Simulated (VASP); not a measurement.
A run of VASP 6.6.1 is set up as follows.

Contents of POSCAR:

```
SnSe2
1.0
    3.8109987816      0.0000000000      0.0000000000
   -1.9054993908      3.3004217586      0.0000000000
    0.0000000000      0.0000000000      5.8915200000
Sn Se
1 2
Direct
    0.0000000000      0.0000000000      0.0000000000
    0.3333333333      0.6666666667      0.2500000000
    0.6666666667      0.3333333333      0.7500000000
```

Contents of INCAR.step1:

```
SYSTEM = SnSe2
ALGO = Normal
EDIFF = 1E-4
ENCUT = 520
GGA = PE
ISMEAR = 0
LASPH = .True.
LCHARG = .False.
LREAL = .False.
LWAVE = .True.
NBANDS = 20
NELM = 100
PREC = Accurate
SIGMA = 0.05
```

Contents of INCAR.step2:

```
SYSTEM = SnSe2
ALGO = Normal
EDIFF = 1E-7
ENCUT = 520
ISIF = 2
ISMEAR = 0
ISTART = 1
LASPH = .True.
LCHARG = .False.
LMIXTAU = .True.
LREAL = .False.
LWAVE = .False.
METAGGA = R2SCAN
NBANDS = 20
NELM = 100
PREC = Accurate
SIGMA = 0.05
```

Contents of KPOINTS:

```
k-points
0
Gamma
  9 9 6
  0 0 0
```

Potentials or basis: VASP PAW PBE potentials, release 64 (Sn_d, Se).

Launch:

```sh
$ cat potpaw_PBE.64/Sn_d/POTCAR potpaw_PBE.64/Se/POTCAR > POTCAR
$ cp INCAR.step1 INCAR
$ mpirun -np 1 vasp_std > vasp.out
$ cp INCAR.step2 INCAR
$ mpirun -np 1 vasp_std > vasp.out
```

(1) What does it give for the pressure?

(2) Predict the largest force.

(3) What does it give for the band gap on the k mesh?

Results:

(1) 6.9 GPa.

(2) 1.096 eV/Å.

(3) 0.82 eV, indirect (least direct gap 1.23 eV).

Caveat: the cell differs from its parent crystal (strain -0.0400 x Voigt [0, 0, 1, 0, 0, 0]); the PAW data sets were made with another functional, which shifts forces and pressure a little; spin-orbit coupling is left out, which moves the levels of the heavy elements.
